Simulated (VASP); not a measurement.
# TiO (Pm-3m) in VASP: further runs

The runs below take TiO through single point, with r2SCAN.

Program: VASP 6.6.1. These are calculated values, not measurements. Logs are shortened: lines on timing, memory, paths and dates and some standing lists are left out, and cuts for length are marked.

## 1. The cell of the first run

It takes space group Pm-3m (No. 221, cubic). The conventional cell has a = 4.087 Å, b = 4.087 Å, c = 4.087 Å, α = 90.00°, β = 90.00°, γ = 90.00°. Within 2.7 Å of Ti (site symmetry 4/mmm) lie 4 O at 2.04 Å. Within 2.7 Å of O (site symmetry 4/mmm) lie 4 Ti at 2.04 Å.

## 2. Single point, r2SCAN

File POSCAR:

```
TiO
1.0
    4.0866680000      0.0000000000      0.0000000000
    0.0000000000      4.0866680000      0.0000000000
    0.0000000000      0.0000000000      4.0866680000
Ti O
3 3
Direct
    0.5000000000      0.0000000000      0.5000000000
    0.0000000000      0.5000000000      0.5000000000
    0.5000000000      0.5000000000      0.0000000000
    0.0000000000      0.0000000000      0.5000000000
    0.5000000000      0.0000000000      0.0000000000
    0.0000000000      0.5000000000      0.0000000000
```

File INCAR.step1:

```
PREC = Accurate
ENCUT = 520
ISMEAR = -1
SIGMA = 0.1
LREAL = F
LASPH = T
NELM = 60
NBANDS = 36
GGA = PE
ALGO = Normal
EDIFF = 1E-4
LWAVE = T
LCHARG = F
```

File INCAR.step2:

```
PREC = Accurate
ENCUT = 520
EDIFF = 1E-6
ISMEAR = -1
SIGMA = 0.1
LREAL = F
LASPH = T
NELM = 60
ALGO = Normal
ISIF = 2
LWAVE = F
LCHARG = F
METAGGA = R2SCAN
LMIXTAU = T
NBANDS = 36
ISTART = 1
```

File KPOINTS:

```
Automatic mesh
0
Gamma
  6 6 6
```

Potentials or basis: VASP PAW PBE potentials, release 64 (Ti_sv, O).

On the command line:

```sh
$ cat potpaw_PBE.64/Ti_sv/POTCAR potpaw_PBE.64/O/POTCAR > POTCAR
$ cp INCAR.step1 INCAR
$ mpirun -np 1 vasp_std > vasp.out
$ cp INCAR.step2 INCAR
$ mpirun -np 1 vasp_std > vasp.out
```

OUTCAR:

```text
PREC = Accurate
   ENCUT = 520
   EDIFF = 1E-6
   ISMEAR = -1
   LREAL = F
   LASPH = T
   NELM = 60
   ISIF = 2
   METAGGA = R2SCAN
   ISTART = 1

 ion  position               nearest neighbor table
   1  0.500  0.000  0.500-   4 2.04   5 2.04   5 2.04   4 2.04   3 2.89   2 2.89   2 2.89   3 2.89
                             3 2.89   2 2.89   3 2.89   2 2.89
   2  0.000  0.500  0.500-   4 2.04   6 2.04   6 2.04   4 2.04   3 2.89   1 2.89   1 2.89   3 2.89
                             1 2.89   3 2.89   3 2.89   1 2.89
   3  0.500  0.500  0.000-   5 2.04   6 2.04   5 2.04   6 2.04   1 2.89   2 2.89   1 2.89   1 2.89
                             1 2.89   2 2.89   2 2.89   2 2.89
   4  0.000  0.000  0.500-   1 2.04   2 2.04   2 2.04   1 2.04
   5  0.500  0.000  0.000-   1 2.04   3 2.04   1 2.04   3 2.04
   6  0.000  0.500  0.000-   2 2.04   3 2.04   2 2.04   3 2.04

  LATTYP: Found a simple cubic cell.
 ALAT       =     4.0866680000

  Lattice vectors:

 A1 = (   4.0866680000,   0.0000000000,   0.0000000000)
 A2 = (   0.0000000000,   4.0866680000,   0.0000000000)
 A3 = (   0.0000000000,   0.0000000000,   4.0866680000)

Analysis of symmetry for initial positions (statically):
=====================================================================
 Subroutine PRICEL returns:
 Original cell was already a primitive cell.

 Routine SETGRP: Setting up the symmetry group for a
 simple cubic supercell.

 Subroutine GETGRP returns: Found 48 space group operations
 (whereof 48 operations were pure point group operations)
 out of a pool of 48 trial point group operations.

The static configuration has the point symmetry O_h .

Analysis of symmetry for dynamics (positions and initial velocities):
=====================================================================
 Subroutine PRICEL returns:
 Original cell was already a primitive cell.

 Routine SETGRP: Setting up the symmetry group for a
 simple cubic supercell.

 Subroutine GETGRP returns: Found 48 space group operations
 (whereof 48 operations were pure point group operations)
 out of a pool of 48 trial point group operations.

The dynamic configuration has the point symmetry O_h .

 Subroutine INISYM returns: Found 48 space group operations
 (whereof 48 operations are pure point group operations),
 and found     1 'primitive' translations

----------------------------------------------------------------------------------------

                                     Primitive cell

  volume of cell :      68.2509

  direct lattice vectors                    reciprocal lattice vectors
     4.086668000  0.000000000  0.000000000     0.244698126  0.000000000  0.000000000
     0.000000000  4.086668000  0.000000000     0.000000000  0.244698126  0.000000000
     0.000000000  0.000000000  4.086668000     0.000000000  0.000000000  0.244698126

  length of vectors
     4.086668000  4.086668000  4.086668000     0.244698126  0.244698126  0.244698126

  position of ions in fractional coordinates (direct lattice)
     0.500000000  0.000000000  0.500000000
     0.000000000  0.500000000  0.500000000
     0.500000000  0.500000000  0.000000000
     0.000000000  0.000000000  0.500000000
     0.500000000  0.000000000  0.000000000
     0.000000000  0.500000000  0.000000000

  ion indices of the primitive-cell ions
   primitive index   ion index
                 1           1
                 2           2
                 3           3
                 4           4
                 5           5
                 6           6

----------------------------------------------------------------------------------------

 KPOINTS: Automatic mesh

Automatic generation of k-mesh.
 Grid dimensions read from file:
 generate k-points for:    6    6    6

 Generating k-lattice:

  Cartesian coordinates                     Fractional coordinates (reciprocal lattice)
     0.040783021  0.000000000  0.000000000     0.166666667  0.000000000  0.000000000
     0.000000000  0.040783021  0.000000000     0.000000000  0.166666667  0.000000000
     0.000000000  0.000000000  0.040783021     0.000000000  0.000000000  0.166666667

  Length of vectors
     0.040783021  0.040783021  0.040783021

  Shift w.r.t. Gamma in fractional coordinates (k-lattice)
     0.000000000  0.000000000  0.000000000

 Subroutine IBZKPT returns following result:
 ===========================================

 Found     20 irreducible k-points:

 Following reciprocal coordinates:
            Coordinates               Weight
  0.000000  0.000000  0.000000      1.000000
  0.166667  0.000000  0.000000      6.000000
  0.333333  0.000000  0.000000      6.000000
  0.500000  0.000000  0.000000      3.000000
  0.166667  0.166667  0.000000     12.000000
  0.333333  0.166667  0.000000     24.000000
[... 12 lines left out ...]
  0.500000  0.500000  0.333333      6.000000
  0.500000  0.500000  0.500000      1.000000
   k-points           NKPTS =     20   k-points in BZ     NKDIM =     20   number of bands    NBANDS=     36
   number of dos      NEDOS =    301   number of ions     NIONS =      6
   total plane-waves  NPLWV =  27000
   dimension x,y,z NGX =    30 NGY =   30 NGZ =   30
   dimension x,y,z NGXF=    60 NGYF=   60 NGZF=   60
   ions per type =               3   3
   NGX,Y,Z   is equivalent  to a cutoff of  12.20, 12.20, 12.20 a.u.
   NGXF,Y,Z  is equivalent  to a cutoff of  24.41, 24.41, 24.41 a.u.
 SYSTEM =  unknown system
   PREC   = accura    normal or accurate (medium, high low for compatibility)
   ISTART =      1    job   : 0-new  1-cont  2-samecut
   ICHARG =      0    charge: 1-file 2-atom 10-const
   ISPIN  =      1    spin polarized calculation?
   LNONCOLLINEAR =      F non collinear calculations
   LSORBIT =      F    spin-orbit coupling
   LASPH  =      T    aspherical Exc in radial PAW
   ENCUT  =  520.0 eV  38.22 Ry    6.18 a.u.   7.60  7.60  7.60*2*pi/ulx,y,z
   NELM   =     60;   NELMIN=  2; NELMDL=  0     # of ELM steps
   EDIFF  = 0.1E-05   stopping-criterion for ELM
   LREAL  =      F    real-space projection
   EDIFFG = 0.1E-04   stopping-criterion for IOM
   NSW    =      0    number of steps for IOM
   IBRION =     -1    ionic relax: 0-MD 1-quasi-New 2-CG
   NFREE  =      0    steps in history (QN), initial steepest desc. (CG)
   ISIF   =      2    stress and relaxation
   ISYM   =      2    0-nonsym 1-usesym 2-fastsym
   POTIM  = 0.5000    time-step for ionic-motion
   TEBEG  =    0.0;   TEEND  =   0.0 temperature during run
   PSTRESS=    0.0 pullay stress
   NELECT =      54.0000    total number of electrons
   NUPDOWN=      -1.0000    fix difference up-down
   EMIN   =  10.00;   EMAX   =-10.00  energy-range for DOS
   EFERMI =   0.00;   METHOD = LEGACY
   ISMEAR =    -1;   SIGMA  =   0.10  broadening in eV -4-tet -1-fermi 0-gaus
   EFERMI_NEDOS =   21; number of points for ismear=-14 and -15
   IALGO  =     38    algorithm
   IMIX   =      4    mixing-type and parameters
     AMIX     =   0.40;   BMIX     =  1.00
     AMIX_MAG =   1.60;   BMIX_MAG =  1.00
  volume/ion in A,a.u.               =      11.38        76.76
  Fermi-wavevector in a.u.,A,eV,Ry     =   1.514154  2.861336 31.193567  2.292662
  Thomas-Fermi vector in A             =   2.623850
   LORBIT       =      0    0 simple, 1 ext, 2 COOP (PROOUT), +10 PAW based schemes
   METAGGA = R2SCAN    functional components
   LHFCALC =     F    Hartree Fock is set to
   AEXX    =    0.0000 exact exchange contribution
   IVDW    =     0    specifies the selected vdW correction
   LEPSILON=     F    determine dielectric tensor
   LRPA    =     F    only Hartree local field effects (RPA)
 non-spin polarized calculation
  energy-cutoff  :      520.00
  volume of cell :       68.25
 maximum number of plane-waves:      1856
   NGX = 15   NGY = 15   NGZ = 15

 number of electron      54.0000008 magnetization

 Free energy of the ion-electron system (eV)
  ---------------------------------------------------
  ext. energy  EPLUGINS =         0.00000000
  ---------------------------------------------------
  free energy    TOTEN  =       -72.84648461 eV

  energy without entropy =      -72.68023924  energy(sigma->0) =      -72.76336192

 E-fermi :   8.0584     XC(G=0): -12.5940

 val. band max:        8.0468862045   @ k =   0.5000   0.5000   0.3333
 cond. band min:       8.0592487643   @ k =   0.3333   0.1667   0.0000
 fundamental gap:      0.0123625598
 Fermi energy:         8.0584231687

 k-point     1 :       0.0000    0.0000    0.0000
  band No.  band energies     occupation
      1     -51.5838      2.00000
      2     -51.4415      2.00000
      3     -51.4415      2.00000
      4     -27.0204      2.00000
      5     -27.0204      2.00000
      6     -27.0204      2.00000
[... 28 lines left out ...]
     35      11.5799      0.00000
     36      11.5800      0.00000

 k-point     2 :       0.1667    0.0000    0.0000
  band No.  band energies     occupation
      1     -51.5753      2.00000
      2     -51.4498      2.00000
      3     -51.4412      2.00000
      4     -27.0098      2.00000
      5     -27.0035      2.00000
      6     -27.0035      2.00000
[... 28 lines left out ...]
     35      11.3028      0.00000
     36      11.3028      0.00000

 k-point     3 :       0.3333    0.0000    0.0000
  band No.  band energies     occupation
      1     -51.5534      2.00000
      2     -51.4714      2.00000
      3     -51.4407      2.00000
      4     -26.9846      2.00000
      5     -26.9618      2.00000
      6     -26.9618      2.00000
[... 28 lines left out ...]
     35      10.7619      0.00000
     36      10.8807      0.00000
[... 586 lines left out ...]
 k-point    19 :       0.5000    0.5000    0.3333
  band No.  band energies     occupation
      1     -51.4870      2.00000
      2     -51.4870      2.00000
      3     -51.4868      2.00000
      4     -27.2214      2.00000
      5     -27.1747      2.00000
      6     -27.1747      2.00000
[... 28 lines left out ...]
     35      12.1118      0.00000
     36      12.1118      0.00000

 k-point    20 :       0.5000    0.5000    0.5000
  band No.  band energies     occupation
      1     -51.4867      2.00000
      2     -51.4867      2.00000
      3     -51.4867      2.00000
      4     -27.2208      2.00000
      5     -27.2208      2.00000
      6     -27.2208      2.00000
[... 28 lines left out ...]
     35      12.2781      0.00000
     36      12.2781      0.00000

------------------------ aborting loop because EDIFF is reached ----------------------------------------

  FORCE on cell =-STRESS in cart. coord.  units (eV):
  Direction    XX          YY          ZZ          XY          YZ          ZX
  --------------------------------------------------------------------------------------
  -------------------------------------------------------------------------------------
  Total       -1.4775021     -1.4775021     -1.4775021      0.0000000     -0.0000000      0.0000000
  in kB      -34.6841160    -34.6841160    -34.6841160      0.0000000     -0.0000000      0.0000000
  external PRESSURE =     -34.6841160 kB  Pullay stress =       0.0000000 kB

 VOLUME and BASIS-vectors are now :
 -----------------------------------------------------------------------------
  energy-cutoff  :      520.00
  volume of cell :       68.25
      direct lattice vectors                 reciprocal lattice vectors
     4.086668000  0.000000000  0.000000000     0.244698126  0.000000000  0.000000000
     0.000000000  4.086668000  0.000000000     0.000000000  0.244698126  0.000000000
     0.000000000  0.000000000  4.086668000     0.000000000  0.000000000  0.244698126

 POSITION                                       TOTAL-FORCE (eV/Angst)
 -----------------------------------------------------------------------------------
      2.04333      0.00000      2.04333         0.000000      0.000000      0.000000
      0.00000      2.04333      2.04333         0.000000      0.000000      0.000000
      2.04333      2.04333      0.00000         0.000000      0.000000      0.000000
      0.00000      0.00000      2.04333         0.000000      0.000000      0.000000
      2.04333      0.00000      0.00000         0.000000      0.000000      0.000000
      0.00000      2.04333      0.00000         0.000000      0.000000      0.000000
 -----------------------------------------------------------------------------------
    total drift:                                0.000000      0.000000     -0.000000

  FREE ENERGIE OF THE ION-ELECTRON SYSTEM (eV)
  ---------------------------------------------------
  free  energy   TOTEN  =       -72.8464846113 eV

  energy  without entropy=      -72.6802392380  energy(sigma->0) =      -72.76336192
```

It took 3.4 min on 1 thread of Intel Xeon Platinum 8259CL at 2.50GHz (Skylake/Cascade Lake), shared host; peak memory 0.19 GiB.

What came out:

- Free energy: -72.8465 eV
- Pressure: -3.5 GPa
- Band gap on the k mesh: zero (band 27 reaches 8.50 eV, above the bottom of band 28 at 6.63 eV)

Caveat: the PAW data sets were made with another functional, which shifts forces and pressure a little; semilocal functionals often make such compounds metallic where correlation or magnetic order opens a gap, which also shifts bond lengths.

(Continued in part 2 of 2.)
